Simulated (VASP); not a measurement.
Set up this calculation in VASP 6.6.1, as the native input.

```
Task                   : single point
Functional             : PBE
Potentials or basis    : VASP PAW PBE potentials, release 64 (Lu)
Cutoff                 : 520 eV
k mesh                 : 14 × 14 × 13
Occupations            : fermi-dirac, width 0.05 eV
Spin                   : no spin polarisation
Dipole correction      : no
Further INCAR settings : ALGO = Normal; EDIFF = 1e-06; NBANDS = 18
```

The structure of Lu lies in POSCAR:

```
Lu
1.0
    3.1654296430      0.0000000000      0.0000000000
   -1.5827148215      2.7413424848      0.0000000000
    0.0000000000      0.0000000000      3.0806617561
Lu
1
Direct
    0.0000000000      0.0000000000      0.0000000000
```

This isn't the form of Lu at room conditions, which is hcp.

One way to write it, as run:

INCAR

```
SYSTEM = Lu
PREC = Accurate
ENCUT = 520
EDIFF = 1E-6
ISMEAR = -1
SIGMA = 0.05
LREAL = .False.
LASPH = .True.
NELM = 100
ALGO = Normal
ISIF = 2
LWAVE = .False.
LCHARG = .False.
GGA = PE
NBANDS = 18
```

KPOINTS

```
regular mesh
0
Gamma
  14 14 13
  0 0 0
```

Potentials or basis: VASP PAW PBE potentials, release 64 (Lu).

Command:

```console
$ cat potpaw_PBE.64/Lu/POTCAR > POTCAR
$ mpirun -np 1 vasp_std > vasp.out
```

Results of the run:

```
Pressure               : 6.8 GPa
Band gap on the k mesh : zero (an odd number of electrons rules out a gap without spin polarisation)
```

Caveat: the cell stands under pressure; spin-orbit coupling is left out, which moves the levels of the heavy elements.

Run time: 62 s on 1 thread of AMD EPYC 7R13 (shared host), peak memory 0.2 GiB.
